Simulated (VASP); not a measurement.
# Mn (P6_3/mmc) in VASP: further runs

Runs on Mn. Level: PBE. Tasks: single point, relaxation of cell and atoms.

Everything below comes from runs of VASP 6.6.1. Logs are shortened: lines on timing, memory, paths and dates and some standing lists are left out, and cuts for length are marked.

### 1 The cell of the first run

Symmetry: P6_3/mmc, No. 194, hexagonal system. Conventional cell: a = 2.482 Å, b = 2.482 Å, c = 4.017 Å, α = 90.00°, β = 90.00°, γ = 120.00°. Within 3.3 Å of Mn (site symmetry -6m2) lie 12 Mn at 2.47 to 2.48 Å.

This isn't the form of Mn at room conditions, which is a 58-atom cubic cell.

### 2 Single point, PBE, collinear spin

INCAR

```
SYSTEM = Mn
  PREC = Accurate
  ENCUT = 520
  EDIFF = 1E-6
  ISMEAR = 0
  SIGMA = 0.1
  LREAL = .False.
  LASPH = .True.
  NELM = 150
  ALGO = Fast
  ISIF = 2
  LWAVE = .False.
  LCHARG = .False.
  ISPIN = 2
  MAGMOM = 0.06 0.06
  LORBIT = 11
  LMAXMIX = 4
  GGA = PE
  NBANDS = 24
```

KPOINTS

```
Automatic mesh
0
Gamma
  9 9 6
  0 0 0
```

POSCAR

```
Mn
1.0
    2.4816535329      0.0000000000      0.0000000000
   -1.2408267664      2.1491750029      0.0000000000
    0.0000000000      0.0000000000      4.0169204621
Mn
2
Direct
    0.6666666667      0.3333333333      0.2500000000
    0.3333333333      0.6666666667      0.7500000000
```

Potentials or basis: VASP PAW PBE potentials, release 64 (Mn_pv).

Launch:

```sh
cat potpaw_PBE.64/Mn_pv/POTCAR > POTCAR
mpirun -np 1 vasp_std > vasp.out
```

OUTCAR:

```text
SYSTEM = Mn
   PREC = Accurate
   ENCUT = 520
   EDIFF = 1E-6
   ISMEAR = 0
   LREAL = .False.
   LASPH = .True.
   NELM = 150
   ISIF = 2
   ISPIN = 2
   LORBIT = 11
   GGA = PE

 ion  position               nearest neighbor table
   1  0.667  0.333  0.250-   2 2.47   2 2.47   2 2.47   2 2.47   2 2.47   2 2.47
   2  0.333  0.667  0.750-   1 2.47   1 2.47   1 2.47   1 2.47   1 2.47   1 2.47

  LATTYP: Found a hexagonal cell.
 ALAT       =     2.4816535329
 C/A-ratio  =     1.6186467647

  Lattice vectors:

 A1 = (   2.4816535329,   0.0000000000,   0.0000000000)
 A2 = (  -1.2408267664,   2.1491750029,   0.0000000000)
 A3 = (   0.0000000000,   0.0000000000,   4.0169204621)

Analysis of symmetry for initial positions (statically):
=====================================================================
 Subroutine PRICEL returns:
 Original cell was already a primitive cell.

 Routine SETGRP: Setting up the symmetry group for a
 hexagonal supercell.

 Subroutine GETGRP returns: Found 24 space group operations
 (whereof 12 operations were pure point group operations)
 out of a pool of 24 trial point group operations.

The static configuration has the point symmetry D_3d.
 The point group associated with its full space group is D_6h.

Analysis of symmetry for dynamics (positions and initial velocities):
=====================================================================
 Subroutine PRICEL returns:
 Original cell was already a primitive cell.

 Routine SETGRP: Setting up the symmetry group for a
 hexagonal supercell.

 Subroutine GETGRP returns: Found 24 space group operations
 (whereof 12 operations were pure point group operations)
 out of a pool of 24 trial point group operations.

The dynamic configuration has the point symmetry D_3d.
 The point group associated with its full space group is D_6h.

Analysis of structural, dynamic, and magnetic symmetry:
=====================================================================
 Subroutine PRICEL returns:
 Original cell was already a primitive cell.

 Routine SETGRP: Setting up the symmetry group for a
 hexagonal supercell.

 Subroutine GETGRP returns: Found 24 space group operations
 (whereof 12 operations were pure point group operations)
 out of a pool of 24 trial point group operations.

The overall configuration has the point symmetry D_3d.
 The point group associated with its full space group is D_6h.

 Subroutine INISYM returns: Found 24 space group operations
 (whereof 12 operations are pure point group operations),
 and found     1 'primitive' translations

----------------------------------------------------------------------------------------

                                     Primitive cell

  volume of cell :      21.4243

  direct lattice vectors                    reciprocal lattice vectors
     2.481653533  0.000000000  0.000000000     0.402957136  0.232647411  0.000000000
    -1.240826766  2.149175003  0.000000000     0.000000000  0.465294822  0.000000000
     0.000000000  0.000000000  4.016920462     0.000000000  0.000000000  0.248946926

  length of vectors
     2.481653533  2.481653533  4.016920462     0.465294822  0.465294822  0.248946926

  position of ions in fractional coordinates (direct lattice)
     0.666666667  0.333333333  0.250000000
     0.333333333  0.666666667  0.750000000

  ion indices of the primitive-cell ions
   primitive index   ion index
                 1           1
                 2           2

----------------------------------------------------------------------------------------

 KPOINTS: Automatic mesh

Automatic generation of k-mesh.
 Grid dimensions read from file:
 generate k-points for:    9    9    6

 Generating k-lattice:

  Cartesian coordinates                     Fractional coordinates (reciprocal lattice)
     0.044773015  0.025849712  0.000000000     0.111111111  0.000000000  0.000000000
     0.000000000  0.051699425  0.000000000     0.000000000  0.111111111  0.000000000
     0.000000000  0.000000000  0.041491154     0.000000000  0.000000000  0.166666667

  Length of vectors
     0.051699425  0.051699425  0.041491154

  Shift w.r.t. Gamma in fractional coordinates (k-lattice)
     0.000000000  0.000000000  0.000000000

 Subroutine IBZKPT returns following result:
 ===========================================

 Found     48 irreducible k-points:

 Following reciprocal coordinates:
            Coordinates               Weight
  0.000000  0.000000  0.000000      1.000000
  0.111111  0.000000  0.000000      6.000000
  0.222222 -0.000000  0.000000      6.000000
  0.333333  0.000000  0.000000      6.000000
  0.444444 -0.000000  0.000000      6.000000
  0.111111  0.111111  0.000000      6.000000
[... 16 lines left out ...]
  0.333333  0.222222  0.166667     24.000000
  0.333333  0.333333  0.166667      4.000000
 [... further k-points ...]
   k-points           NKPTS =     48   k-points in BZ     NKDIM =     48   number of bands    NBANDS=     24
   number of dos      NEDOS =    301   number of ions     NIONS =      2
   total plane-waves  NPLWV =   9720
   dimension x,y,z NGX =    18 NGY =   18 NGZ =   30
   dimension x,y,z NGXF=    36 NGYF=   36 NGZF=   60
   ions per type =               2
   NGX,Y,Z   is equivalent  to a cutoff of  12.06, 12.06, 12.42 a.u.
   NGXF,Y,Z  is equivalent  to a cutoff of  24.12, 24.12, 24.83 a.u.
 SYSTEM =  Mn
   PREC   = accura    normal or accurate (medium, high low for compatibility)
   ISTART =      0    job   : 0-new  1-cont  2-samecut
   ICHARG =      2    charge: 1-file 2-atom 10-const
   ISPIN  =      2    spin polarized calculation?
   LNONCOLLINEAR =      F non collinear calculations
   LSORBIT =      F    spin-orbit coupling
   LASPH  =      T    aspherical Exc in radial PAW
   ENCUT  =  520.0 eV  38.22 Ry    6.18 a.u.   4.61  4.61  7.47*2*pi/ulx,y,z
   NELM   =    150;   NELMIN=  2; NELMDL= -5     # of ELM steps
   EDIFF  = 0.1E-05   stopping-criterion for ELM
   LREAL  =      F    real-space projection
   EDIFFG = 0.1E-04   stopping-criterion for IOM
   NSW    =      0    number of steps for IOM
   IBRION =     -1    ionic relax: 0-MD 1-quasi-New 2-CG
   NFREE  =      0    steps in history (QN), initial steepest desc. (CG)
   ISIF   =      2    stress and relaxation
   ISYM   =      2    0-nonsym 1-usesym 2-fastsym
   POTIM  = 0.5000    time-step for ionic-motion
   TEBEG  =    0.0;   TEEND  =   0.0 temperature during run
   PSTRESS=    0.0 pullay stress
   NELECT =      26.0000    total number of electrons
   NUPDOWN=      -1.0000    fix difference up-down
   EMIN   =  10.00;   EMAX   =-10.00  energy-range for DOS
   EFERMI =   0.00;   METHOD = LEGACY
   ISMEAR =     0;   SIGMA  =   0.10  broadening in eV -4-tet -1-fermi 0-gaus
   EFERMI_NEDOS =   21; number of points for ismear=-14 and -15
   IALGO  =     68    algorithm
   IMIX   =      4    mixing-type and parameters
     AMIX     =   0.40;   BMIX     =  1.00
     AMIX_MAG =   1.60;   BMIX_MAG =  1.00
  volume/ion in A,a.u.               =      10.71        72.29
  Fermi-wavevector in a.u.,A,eV,Ry     =   1.746213  3.299864 41.487701  3.049260
  Thomas-Fermi vector in A             =   2.817750
   LORBIT       =     11    0 simple, 1 ext, 2 COOP (PROOUT), +10 PAW based schemes
   GGA     = PE    functional components
   LHFCALC =     F    Hartree Fock is set to
   AEXX    =    0.0000 exact exchange contribution
   IVDW    =     0    specifies the selected vdW correction
   LEPSILON=     F    determine dielectric tensor
   LRPA    =     F    only Hartree local field effects (RPA)
 spin polarized calculation
 RMM-DIIS sequential band-by-band and
 Gauss-broadening in eV      SIGMA  =   0.10
  energy-cutoff  :      520.00
  volume of cell :       21.42
 maximum number of plane-waves:       588
   NGX =  9   NGY =  9   NGZ = 15

 number of electron      26.0000028 magnetization      -0.0000057

 number of electron      26.0000028 magnetization       0.0000071

 Free energy of the ion-electron system (eV)
  ---------------------------------------------------
  ext. energy  EPLUGINS =         0.00000000
  ---------------------------------------------------
  free energy    TOTEN  =       -17.88853559 eV

  energy without entropy =      -17.87419216  energy(sigma->0) =      -17.88136387

 E-fermi :  10.4027     XC(G=0): -14.0397

 val. band max:       10.3936582799   @ k =   0.1111   0.0000   0.0000
 cond. band min:      10.4074796485   @ k =   0.2222  -0.0000   0.3333
 fundamental gap:      0.0138213686
 Fermi energy:        10.4027398550

 spin component 1

 k-point     1 :       0.0000    0.0000    0.0000
  band No.  band energies     occupation
      1     -37.8788      1.00000
      2     -37.2048      1.00000
      3     -37.2048      1.00000
      4     -37.0994      1.00000
      5     -37.0994      1.00000
      6     -37.0972      1.00000
[... 16 lines left out ...]
     23      36.8654      0.00000
     24      36.8656      0.00000

 k-point     2 :       0.1111    0.0000    0.0000
  band No.  band energies     occupation
      1     -37.8481      1.00000
      2     -37.2714      1.00000
      3     -37.2260      1.00000
      4     -37.1683      1.00000
      5     -37.1094      1.00000
      6     -37.1089      1.00000
[... 16 lines left out ...]
     23      34.6578      0.00000
     24      36.1294      0.00000

 k-point     3 :       0.2222   -0.0000    0.0000
  band No.  band energies     occupation
      1     -37.7642      1.00000
      2     -37.4416      1.00000
      3     -37.3375      1.00000
      4     -37.2776      1.00000
      5     -37.1448      1.00000
      6     -37.1367      1.00000
[... 16 lines left out ...]
     23      32.0251      0.00000
     24      34.5260      0.00000
[... 514 lines left out ...]
 k-point    23 :       0.3333    0.2222    0.1667
  band No.  band energies     occupation
      1     -37.7147      1.00000
      2     -37.6394      1.00000
      3     -37.5145      1.00000
      4     -37.4111      1.00000
      5     -37.3538      1.00000
      6     -37.2724      1.00000
[... 16 lines left out ...]
     23      27.4750      0.00000
     24      29.9038      0.00000

 k-point    24 :       0.3333    0.3333    0.1667
  band No.  band energies     occupation
      1     -37.6484      1.00000
      2     -37.6085      1.00000
      3     -37.6085      1.00000
      4     -37.4412      1.00000
      5     -37.3361      1.00000
      6     -37.3361      1.00000
[... 16 lines left out ...]
     23      28.2448      0.00000
     24      30.0807      0.00000

 [... further k-points ...]

 spin component 2

 k-point     1 :       0.0000    0.0000    0.0000
  band No.  band energies     occupation
      1     -37.8788      1.00000
      2     -37.2048      1.00000
      3     -37.2048      1.00000
      4     -37.0994      1.00000
      5     -37.0994      1.00000
      6     -37.0972      1.00000
[... 16 lines left out ...]
     23      36.8655      0.00000
     24      36.8656      0.00000

 k-point     2 :       0.1111    0.0000    0.0000
  band No.  band energies     occupation
      1     -37.8481      1.00000
      2     -37.2714      1.00000
      3     -37.2260      1.00000
      4     -37.1683      1.00000
      5     -37.1094      1.00000
      6     -37.1089      1.00000
[... 16 lines left out ...]
     23      34.6580      0.00000
     24      36.1317      0.00000

 k-point     3 :       0.2222   -0.0000    0.0000
  band No.  band energies     occupation
      1     -37.7642      1.00000
      2     -37.4416      1.00000
      3     -37.3375      1.00000
      4     -37.2776      1.00000
      5     -37.1448      1.00000
      6     -37.1367      1.00000
[... 16 lines left out ...]
     23      32.0251      0.00000
     24      34.5260      0.00000
[... 514 lines left out ...]
 k-point    23 :       0.3333    0.2222    0.1667
  band No.  band energies     occupation
      1     -37.7147      1.00000
      2     -37.6394      1.00000
      3     -37.5145      1.00000
      4     -37.4111      1.00000
      5     -37.3538      1.00000
      6     -37.2724      1.00000
[... 16 lines left out ...]
     23      27.4750      0.00000
     24      29.9038      0.00000

 k-point    24 :       0.3333    0.3333    0.1667
  band No.  band energies     occupation
      1     -37.6484      1.00000
      2     -37.6085      1.00000
      3     -37.6085      1.00000
      4     -37.4412      1.00000
      5     -37.3361      1.00000
      6     -37.3361      1.00000
[... 16 lines left out ...]
     23      28.2447      0.00000
     24      30.0807      0.00000

 [... further k-points ...]

------------------------ aborting loop because EDIFF is reached ----------------------------------------

  FORCE on cell =-STRESS in cart. coord.  units (eV):
  Direction    XX          YY          ZZ          XY          YZ          ZX
  --------------------------------------------------------------------------------------
  -------------------------------------------------------------------------------------
  Total        0.0035655      0.0035655     -0.0409322      0.0000000      0.0000000      0.0000000
  in kB        0.2666399      0.2666399     -3.0610414      0.0000000      0.0000000      0.0000000
  external PRESSURE =      -0.8425872 kB  Pullay stress =       0.0000000 kB

 VOLUME and BASIS-vectors are now :
 -----------------------------------------------------------------------------
  energy-cutoff  :      520.00
  volume of cell :       21.42
      direct lattice vectors                 reciprocal lattice vectors
     2.481653533  0.000000000  0.000000000     0.402957136  0.232647411  0.000000000
    -1.240826766  2.149175003  0.000000000     0.000000000  0.465294822  0.000000000
     0.000000000  0.000000000  4.016920462     0.000000000  0.000000000  0.248946926

 POSITION                                       TOTAL-FORCE (eV/Angst)
 -----------------------------------------------------------------------------------
      1.24083      0.71639      1.00423        -0.000000      0.000000      0.000000
     -0.00000      1.43278      3.01269         0.000000     -0.000000      0.000000
 -----------------------------------------------------------------------------------
    total drift:                               -0.000000      0.000000     -0.000000

  FREE ENERGIE OF THE ION-ELECTRON SYSTEM (eV)
  ---------------------------------------------------
  free  energy   TOTEN  =       -17.8885355905 eV

  energy  without entropy=      -17.8741921570  energy(sigma->0) =      -17.88136387

 total charge

# of ion       s       p       d       tot
------------------------------------------
    1        0.429   6.404   5.158  11.991
    2        0.429   6.404   5.158  11.991
--------------------------------------------------
tot          0.857  12.807  10.317  23.981

 magnetization (x)

# of ion       s       p       d       tot
------------------------------------------
    1       -0.000  -0.000   0.000   0.000
    2       -0.000  -0.000   0.000   0.000
--------------------------------------------------
tot         -0.000  -0.000   0.000   0.000
```

Wall time 18 s (1 thread of AMD EPYC 9R45 (Zen 5), shared host); peak memory 0.13 GiB.

What came out:

```yaml
Free_energy: -17.8885 eV
Pressure: -0.1 GPa
Band_gap_on_the_k_mesh: zero (filled and empty bands overlap)
Net_moment: 0.00 μB per cell
Valence_electrons_inside_the_program's_atomic_spheres: Mn 11.99
```

(Continued in part 2 of 2.)
